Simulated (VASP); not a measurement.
Crystal: GaB.

```
CELL_PARAMETERS angstrom
0.00000 2.43289 2.59659
2.28737 0.00000 2.59659
2.28737 2.43289 0.00000
ATOMIC_POSITIONS crystal
Ga 0.00000 0.00000 0.00000
B 0.50000 0.50000 0.50000
```

```yaml
Program: VASP 6.6.1
Task: relaxation of cell and atoms
Functional: PBE
Potentials_or_basis: VASP PAW PBE potentials, release 64 (Ga_d, B)
Cutoff: 500 eV
k_mesh: 6 × 6 × 6
Occupations: gaussian, width 0.1 eV
Spin: no spin polarisation
```

At the start: pressure -11.5 GPa; volume 14.45 Å³/atom.

Q: How do energy, volume and symmetry change on relaxing?

A: Over 9 steps the energy falls by 115.4 meV/atom and the volume is 12.07 Å³/atom (-16.5 %); space group I4/mmm (No. 139, to 0.05 Å).

Step by step:
| step | energy change (eV) | largest force (eV/Å) | pressure (GPa) | volume (Å³) |
| --- | --- | --- | --- | --- |
| 1 | 0.0000 | 0.0000 | -11.47 | 28.90 |
| 2 | -0.1872 | 0.0000 | -0.14 | 24.78 |
| 3 | -0.1879 | 0.0000 | 0.63 | 24.59 |
| 4 | -0.2213 | 0.0000 | 0.32 | 24.19 |
| 5 | -0.2299 | 0.0000 | 1.11 | 23.93 |
| 6 | -0.2299 | 0.0000 | 1.21 | 23.89 |
| 7 | -0.2299 | 0.0000 | 1.16 | 23.90 |
| 8 | -0.2305 | 0.0000 | -0.67 | 24.27 |
| 9 | -0.2308 | 0.0000 | -0.04 | 24.14 |

Final structure:
```
Ga B
1.0
     0.00000    2.30701    2.30867
     2.26584    0.00000    2.30867
     2.26584    2.30701    0.00000
Ga B
1 1
Direct
  0.00000 0.00000 0.00000
  0.50000 0.50000 0.50000
```

Caveat: the k points lie up to 0.40 Å⁻¹ apart in the final cell; the volume moved by over 15 % at a fixed basis, so the end points are rough.
